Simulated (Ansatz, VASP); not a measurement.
# Ca3Au2 in VASP and in Ansatz

```
Ca Au
1.0
     2.03656    1.17581   10.90626
    -2.03656    1.17581   10.90626
     0.00000   -2.35162   10.90626
Ca Au
3 2
Direct
  0.00000 0.00000 0.00000
  0.11588 0.11588 0.11588
  0.88412 0.88412 0.88412
  0.60645 0.60645 0.60645
  0.39355 0.39355 0.39355
```

Alike in both runs: functional PBE; k mesh 12 × 12 × 12; occupations gaussian, width 0.1 eV; no spin polarisation.

Ansatz relaxed the structure, and its values are those at the end. VASP's run is a single point on that final structure, the one shown.

|  | VASP | Ansatz |
| --- | --- | --- |
| version | VASP 6.6.1 | Ansatz 0.2.0 |
| potentials or method | VASP PAW PBE potentials, release 64 (Ca_sv, Au), cutoff 520 eV | scalar-relativistic, plane waves, PAW |
| valence electrons in the cell | 52 | 68 |

Ansatz gave:

| Quantity | Value |
| --- | --- |
| gap on the k mesh at the Fermi level (eV) | none |
| pressure (GPa) | 0.0 |
| rms of the force components (eV/Å) | 0.002 |

Question: Which values does VASP return?

Answer: gap on the k mesh at the Fermi level (eV): none; pressure (GPa): 0.0; rms of the force components (eV/Å): 0.006.

A gap of «none» marks a metal or a gap that the smearing closes. The functional is the same, so the differences come from potentials, cutoffs and numerics. VASP's potentials hold 52 valence electrons a cell and Ansatz's 68, so a difference there can come from the potentials and not from the codes.

Spin-orbit coupling is off throughout.
